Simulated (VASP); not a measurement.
# Sb (Fm-3m) in VASP: single point with PBE

Aim: the single point of Sb with PBE.

Everything below comes from runs of VASP 6.6.1. Logs are shortened: lines on timing, memory, paths and dates and some standing lists are left out, and cuts for length are marked.

### Step 1. The cell of the first run

It takes space group Fm-3m (No. 225, cubic). Conventional cell: a = 4.017 Å, b = 4.017 Å, c = 4.017 Å, α = 90.00°, β = 90.00°, γ = 90.00°. Within 3.7 Å of Sb (site symmetry m-3m) lie 12 Sb at 2.84 Å.

This isn't the form of Sb at room conditions, which is rhombohedral.

### Step 2. Single point, PBE (16.21 Å³/atom)

INCAR reads:

```
PREC     = Accurate       # precision mode
ENCUT    = 500            # plane-wave cutoff, eV
EDIFF    = 1E-6           # SCF threshold, eV
ISMEAR   = -1             # smearing method
SIGMA    = 0.08           # smearing width, eV
LREAL    = False          # projectors in reciprocal space
LASPH    = True           # aspherical terms in the spheres
NELM     = 120            # most SCF steps
ALGO     = Normal         # electronic algorithm
ISIF     = 2              # what is computed and relaxed
LWAVE    = False          # write WAVECAR
LCHARG   = True           # write CHGCAR
GGA      = PE             # functional
LELF     = True           # ELF
LVHAR    = True         
NBANDS   = 8              # bands
GGA_COMPAT= False
```

KPOINTS reads:

```
Automatic mesh
0
Gamma
  16 16 16
```

POSCAR reads:

```
Sb
1.0
    0.0000000000      2.0086535354      2.0086535354
    2.0086535354      0.0000000000      2.0086535354
    2.0086535354      2.0086535354      0.0000000000
Sb
1
Direct
    0.0000000000      0.0000000000      0.0000000000
```

Potentials or basis: VASP PAW PBE potentials, release 64 (Sb).

Launch:

```bash
> cat potpaw_PBE.64/Sb/POTCAR > POTCAR
> mpirun -np 1 vasp_std > vasp.out
```

OUTCAR:

```text
PREC = Accurate
   ENCUT = 500
   EDIFF = 1E-6
   ISMEAR = -1
   LREAL = False
   LASPH = True
   NELM = 120
   ISIF = 2
   GGA = PE

 ion  position               nearest neighbor table
   1  0.000  0.000  0.000-

  LATTYP: Found a face centered cubic cell.
 ALAT       =     4.0173070708

  Lattice vectors:

 A1 = (   0.0000000000,   2.0086535354,   2.0086535354)
 A2 = (   2.0086535354,   0.0000000000,   2.0086535354)
 A3 = (   2.0086535354,   2.0086535354,   0.0000000000)

Analysis of symmetry for initial positions (statically):
=====================================================================
 Subroutine PRICEL returns:
 Original cell was already a primitive cell.

 Routine SETGRP: Setting up the symmetry group for a
 face centered cubic supercell.

 Subroutine GETGRP returns: Found 48 space group operations
 (whereof 48 operations were pure point group operations)
 out of a pool of 48 trial point group operations.

The static configuration has the point symmetry O_h .

Analysis of symmetry for dynamics (positions and initial velocities):
=====================================================================
 Subroutine PRICEL returns:
 Original cell was already a primitive cell.

 Routine SETGRP: Setting up the symmetry group for a
 face centered cubic supercell.

 Subroutine GETGRP returns: Found 48 space group operations
 (whereof 48 operations were pure point group operations)
 out of a pool of 48 trial point group operations.

The dynamic configuration has the point symmetry O_h .

 Subroutine INISYM returns: Found 48 space group operations
 (whereof 48 operations are pure point group operations),
 and found     1 'primitive' translations

----------------------------------------------------------------------------------------

                                     Primitive cell

  volume of cell :      16.2086

  direct lattice vectors                    reciprocal lattice vectors
     0.000000000  2.008653535  2.008653535    -0.248922968  0.248922968  0.248922968
     2.008653535  0.000000000  2.008653535     0.248922968 -0.248922968  0.248922968
     2.008653535  2.008653535  0.000000000     0.248922968  0.248922968 -0.248922968

  length of vectors
     2.840665072  2.840665072  2.840665072     0.431147228  0.431147228  0.431147228

  position of ions in fractional coordinates (direct lattice)
     0.000000000  0.000000000  0.000000000

  ion indices of the primitive-cell ions
   primitive index   ion index
                 1           1

----------------------------------------------------------------------------------------

 KPOINTS: Automatic mesh

Automatic generation of k-mesh.
 Grid dimensions read from file:
 generate k-points for:   16   16   16

 Generating k-lattice:

  Cartesian coordinates                     Fractional coordinates (reciprocal lattice)
    -0.015557686  0.015557686  0.015557686     0.062500000  0.000000000  0.000000000
     0.015557686 -0.015557686  0.015557686     0.000000000  0.062500000  0.000000000
     0.015557686  0.015557686 -0.015557686     0.000000000  0.000000000  0.062500000

  Length of vectors
     0.026946702  0.026946702  0.026946702

  Shift w.r.t. Gamma in fractional coordinates (k-lattice)
     0.000000000  0.000000000  0.000000000

 Subroutine IBZKPT returns following result:
 ===========================================

 Found    145 irreducible k-points:

 Following reciprocal coordinates:
            Coordinates               Weight
  0.000000  0.000000  0.000000      1.000000
  0.062500  0.000000  0.000000      8.000000
  0.125000  0.000000  0.000000      8.000000
  0.187500  0.000000  0.000000      8.000000
  0.250000  0.000000  0.000000      8.000000
  0.312500  0.000000  0.000000      8.000000
[... 16 lines left out ...]
 -0.125000  0.062500  0.000000     24.000000
 -0.062500  0.062500  0.000000     12.000000
 [... further k-points ...]
   k-points           NKPTS =    145   k-points in BZ     NKDIM =    145   number of bands    NBANDS=      8
   number of dos      NEDOS =    301   number of ions     NIONS =      1
   total plane-waves  NPLWV =  13824
   dimension x,y,z NGX =    24 NGY =   24 NGZ =   24
   dimension x,y,z NGXF=    48 NGYF=   48 NGZF=   48
   ions per type =               1
   NGX,Y,Z   is equivalent  to a cutoff of  14.05, 14.05, 14.05 a.u.
   NGXF,Y,Z  is equivalent  to a cutoff of  28.09, 28.09, 28.09 a.u.
 SYSTEM =  unknown system
   PREC   = accura    normal or accurate (medium, high low for compatibility)
   ISTART =      0    job   : 0-new  1-cont  2-samecut
   ICHARG =      2    charge: 1-file 2-atom 10-const
   ISPIN  =      1    spin polarized calculation?
   LNONCOLLINEAR =      F non collinear calculations
   LSORBIT =      F    spin-orbit coupling
   LASPH  =      T    aspherical Exc in radial PAW
   ENCUT  =  500.0 eV  36.75 Ry    6.06 a.u.   5.18  5.18  5.18*2*pi/ulx,y,z
   NELM   =    120;   NELMIN=  2; NELMDL= -5     # of ELM steps
   EDIFF  = 0.1E-05   stopping-criterion for ELM
   LREAL  =      F    real-space projection
   EDIFFG = 0.1E-04   stopping-criterion for IOM
   NSW    =      0    number of steps for IOM
   IBRION =     -1    ionic relax: 0-MD 1-quasi-New 2-CG
   NFREE  =      0    steps in history (QN), initial steepest desc. (CG)
   ISIF   =      2    stress and relaxation
   ISYM   =      2    0-nonsym 1-usesym 2-fastsym
   POTIM  = 0.5000    time-step for ionic-motion
   TEBEG  =    0.0;   TEEND  =   0.0 temperature during run
   PSTRESS=    0.0 pullay stress
   NELECT =       5.0000    total number of electrons
   NUPDOWN=      -1.0000    fix difference up-down
   EMIN   =  10.00;   EMAX   =-10.00  energy-range for DOS
   EFERMI =   0.00;   METHOD = LEGACY
   ISMEAR =    -1;   SIGMA  =   0.08  broadening in eV -4-tet -1-fermi 0-gaus
   EFERMI_NEDOS =   21; number of points for ismear=-14 and -15
   IALGO  =     38    algorithm
   IMIX   =      4    mixing-type and parameters
     AMIX     =   0.40;   BMIX     =  1.00
     AMIX_MAG =   1.60;   BMIX_MAG =  1.00
  volume/ion in A,a.u.               =      16.21       109.38
  Fermi-wavevector in a.u.,A,eV,Ry     =   1.106156  2.090332 16.647838  1.223582
  Thomas-Fermi vector in A             =   2.242653
   LORBIT       =      0    0 simple, 1 ext, 2 COOP (PROOUT), +10 PAW based schemes
   GGA     = PE    functional components
   LHFCALC =     F    Hartree Fock is set to
   AEXX    =    0.0000 exact exchange contribution
   IVDW    =     0    specifies the selected vdW correction
   LEPSILON=     F    determine dielectric tensor
   LRPA    =     F    only Hartree local field effects (RPA)
 non-spin polarized calculation
  energy-cutoff  :      500.00
  volume of cell :       16.21
 maximum number of plane-waves:       428
 NGX is ok and might be reduce to    24
   NGX = 11   NGY = 11   NGZ = 11

 number of electron       5.0000000 magnetization

 Free energy of the ion-electron system (eV)
  ---------------------------------------------------
  ext. energy  EPLUGINS =         0.00000000
  ---------------------------------------------------
  free energy    TOTEN  =        -1.57151061 eV

  energy without entropy =       -1.55880046  energy(sigma->0) =       -1.56515553

 E-fermi :  17.0198     XC(G=0): -12.6067

 val. band max:       17.0117698562   @ k =   0.4375   0.2500   0.1250
 cond. band min:      17.0451770271   @ k =   0.4375   0.3750   0.0625
 fundamental gap:      0.0334071708
 Fermi energy:        17.0198384045

 k-point     1 :       0.0000    0.0000    0.0000
  band No.  band energies     occupation
      1      -1.2585      2.00000
      2      26.4363      0.00000
      3      26.6301      0.00000
      4      26.6301      0.00000
      5      26.6301      0.00000
      6      28.7838      0.00000
      7      28.7838      0.00000
      8      28.7838      0.00000

 k-point     2 :       0.0625    0.0000    0.0000
  band No.  band energies     occupation
      1      -1.1390      2.00000
      2      24.7142      0.00000
      3      26.3008      0.00000
      4      26.3008      0.00000
      5      26.4850      0.00000
      6      29.2349      0.00000
      7      29.2349      0.00000
      8      30.2430      0.00000

 k-point     3 :       0.1250    0.0000    0.0000
  band No.  band energies     occupation
      1      -0.7799      2.00000
      2      21.9135      0.00000
      3      25.6847      0.00000
      4      25.6847      0.00000
      5      26.4719      0.00000
      6      30.2082      0.00000
      7      30.2082      0.00000
      8      31.7474      0.00000

 k-point     4 :       0.1875    0.0000    0.0000
  band No.  band energies     occupation
      1      -0.1794      2.00000
      2      19.0239      0.00000
      3      25.0717      0.00000
      4      25.0717      0.00000
      5      26.4312      0.00000
      6      30.6030      0.00000
      7      30.6030      0.00000
      8      31.4138      0.00000

 k-point     5 :       0.2500    0.0000    0.0000
  band No.  band energies     occupation
      1       0.6650      2.00000
      2      16.1935      1.99993
      3      24.5321      0.00000
      4      24.5321      0.00000
      5      26.3439      0.00000
      6      29.5359      0.00000
      7      29.5359      0.00000
      8      30.7496      0.00000

 k-point     6 :       0.3125    0.0000    0.0000
  band No.  band energies     occupation
      1       1.7552      2.00000
      2      13.4971      2.00000
      3      24.0871      0.00000
      4      24.0871      0.00000
      5      26.2085      0.00000
      6      28.6643      0.00000
      7      28.6643      0.00000
      8      30.0707      0.00000

 k-point     7 :       0.3750    0.0000    0.0000
  band No.  band energies     occupation
      1       3.0903      2.00000
      2      10.9843      2.00000
      3      23.7510      0.00000
      4      23.7510      0.00000
      5      26.0530      0.00000
      6      28.0270      0.00000
      7      28.0270      0.00000
      8      29.6190      0.00000
[... 133 lines left out ...]
 k-point    20 :      -0.3125    0.0625    0.0000
  band No.  band energies     occupation
      1       2.2801      2.00000
      2      12.7377      2.00000
      3      21.9821      0.00000
      4      24.7066      0.00000
      5      26.3221      0.00000
      6      27.9726      0.00000
      7      28.7187      0.00000
      8      31.2942      0.00000

 k-point    21 :      -0.2500    0.0625    0.0000
  band No.  band energies     occupation
      1       1.1080      2.00000
      2      15.3728      2.00000
      3      22.2079      0.00000
      4      25.5070      0.00000
      5      26.8432      0.00000
      6      28.4384      0.00000
      7      29.0167      0.00000
      8      32.0215      0.00000

 k-point    22 :      -0.1875    0.0625    0.0000
  band No.  band energies     occupation
      1       0.1817      2.00000
      2      18.1595      0.00000
      3      22.6109      0.00000
      4      26.2428      0.00000
      5      27.1331      0.00000
      6      29.2348      0.00000
      7      29.6742      0.00000
      8      30.8343      0.00000

 k-point    23 :      -0.1250    0.0625    0.0000
  band No.  band energies     occupation
      1      -0.5001      2.00000
      2      21.0334      0.00000
      3      23.1762      0.00000
      4      26.8220      0.00000
      5      27.1210      0.00000
      6      29.5309      0.00000
      7      30.4383      0.00000
      8      30.4504      0.00000

 k-point    24 :      -0.0625    0.0625    0.0000
  band No.  band energies     occupation
      1      -0.9397      2.00000
      2      23.8105      0.00000
      3      23.9616      0.00000
      4      26.8658      0.00000
      5      26.9526      0.00000
      6      28.9147      0.00000
      7      30.1949      0.00000
      8      31.5728      0.00000

 [... further k-points ...]

------------------------ aborting loop because EDIFF is reached ----------------------------------------

  FORCE on cell =-STRESS in cart. coord.  units (eV):
  Direction    XX          YY          ZZ          XY          YZ          ZX
  --------------------------------------------------------------------------------------
  -------------------------------------------------------------------------------------
  Total       10.7090803     10.7090803     10.7090803      0.0000000     -0.0000000     -0.0000000
  in kB     1058.5653162   1058.5653162   1058.5653162      0.0000000     -0.0000000     -0.0000000
  external PRESSURE =    1058.5653162 kB  Pullay stress =       0.0000000 kB

 VOLUME and BASIS-vectors are now :
 -----------------------------------------------------------------------------
  energy-cutoff  :      500.00
  volume of cell :       16.21
      direct lattice vectors                 reciprocal lattice vectors
     0.000000000  2.008653535  2.008653535    -0.248922968  0.248922968  0.248922968
     2.008653535  0.000000000  2.008653535     0.248922968 -0.248922968  0.248922968
     2.008653535  2.008653535  0.000000000     0.248922968  0.248922968 -0.248922968

 POSITION                                       TOTAL-FORCE (eV/Angst)
 -----------------------------------------------------------------------------------
      0.00000      0.00000      0.00000         0.000000      0.000000     -0.000000
 -----------------------------------------------------------------------------------
    total drift:                                0.000000     -0.000000     -0.000000

  FREE ENERGIE OF THE ION-ELECTRON SYSTEM (eV)
  ---------------------------------------------------
  free  energy   TOTEN  =        -1.5715106083 eV

  energy  without entropy=       -1.5588004588  energy(sigma->0) =       -1.56515553
```

Run time: 15 s. Hardware: 1 thread of Intel Xeon Platinum 8375C at 2.90GHz (Ice Lake), shared host; peak memory 0.14 GiB.

What came out:

```
Free energy            : -1.5715 eV
Pressure               : 105.9 GPa
Band gap on the k mesh : zero (an odd number of electrons rules out a gap without spin polarisation)
```

Levels at points of the mesh, in eV from the Fermi level:
```csv
k point,band 1,band 2,band 3,band 4,band 5
"(0.00, 0.00, 0.00)",-18.28,9.42,9.61,9.61,9.61
"(0.50, 0.00, 0.00)",-10.94,-9.98,6.45,6.45,8.86
"(0.50, 0.50, 0.00)",-8.43,-7.55,0.23,0.23,4.48
```

Caveat: the cell stands under pressure; spin-orbit coupling is left out, which moves the levels of the heavy elements.
